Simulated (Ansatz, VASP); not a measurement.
Given: the input of a run of Ansatz 0.2.0 on BN.

Contents of input.yaml:

```yaml
crystal:
  lattice:
    - [2.5472375375, 0.0, 0.0]
    - [-1.2736187687, 2.205972417, 0.0]
    - [0.0, 0.0, 6.7658448057]
  atoms:
    - { symbol: "N", position: [0.6666666667, 0.3333333333, 0.25] }
    - { symbol: "N", position: [0.3333333333, 0.6666666667, 0.75] }
    - { symbol: B, position: [0.6666666667, 0.3333333333, 0.75] }
    - { symbol: B, position: [0.3333333333, 0.6666666667, 0.25] }
kpoints:
  mp_grid: { grid: [12, 12, 4] }
scf:
  occupations: { method: fermi_dirac, width: 0.05 }
hamiltonian:
  xc: pbe
  pseudopotentials: { kind: all_electron, lapw: { basis_error: 0.001 } }
output:
  forces: true
  stress: true
  eigenvalues: true
```

Potentials or basis: all-electron LAPW, scalar-relativistic.

Launch:

```bash
$ ansatz run input.yaml --threads 2 --pin off --max-ram 6144MiB --backend cpu --events-out ev --progress --plain --runs-dir out
```

Question: Translate it to VASP 6.6.1. Potentials there: VASP PAW PBE potentials, release 64 (N, B).

Answer: As run (the cutoff follows the program's own potentials):

Contents of INCAR:

```
PREC = Accurate
ENCUT = 520
EDIFF = 1E-7
ISMEAR = -1
SIGMA = 0.05
LREAL = False
LASPH = True
NELM = 80
ALGO = Normal
ISIF = 2
LWAVE = False
LCHARG = True
GGA = PE
LELF = True
LVHAR = True
NBANDS = 16
```

Contents of KPOINTS:

```
regular mesh
0
Gamma
  12 12 4
```

The input POSCAR:

```
BN
1.0
    2.5472375375      0.0000000000      0.0000000000
   -1.2736187687      2.2059724170      0.0000000000
    0.0000000000      0.0000000000      6.7658448057
N B
2 2
Direct
    0.6666666667      0.3333333333      0.2500000000
    0.3333333333      0.6666666667      0.7500000000
    0.6666666667      0.3333333333      0.7500000000
    0.3333333333      0.6666666667      0.2500000000
```

Potentials or basis: VASP PAW PBE potentials, release 64 (N, B).

Run with:

```console
$ cat potpaw_PBE.64/N/POTCAR potpaw_PBE.64/B/POTCAR > POTCAR
$ mpirun -np 1 vasp_std > vasp.out
```

Both were run:

|  | VASP | Ansatz | Ansatz less VASP |
| --- | --- | --- | --- |
| gap on the k mesh at the Fermi level (eV) | 4.22 | 4.22 | 0.000 |
| least direct gap on the mesh (eV) | 4.52 | 4.52 | -0.001 |
| pressure (GPa) | -8.2 | -8.3 | -0.09 |
| traceless stress, the component that is largest in VASP (GPa) | 10.36 | 10.59 | +0.232 |

Ansatz ran all-electron here, and VASP with PAW potentials.
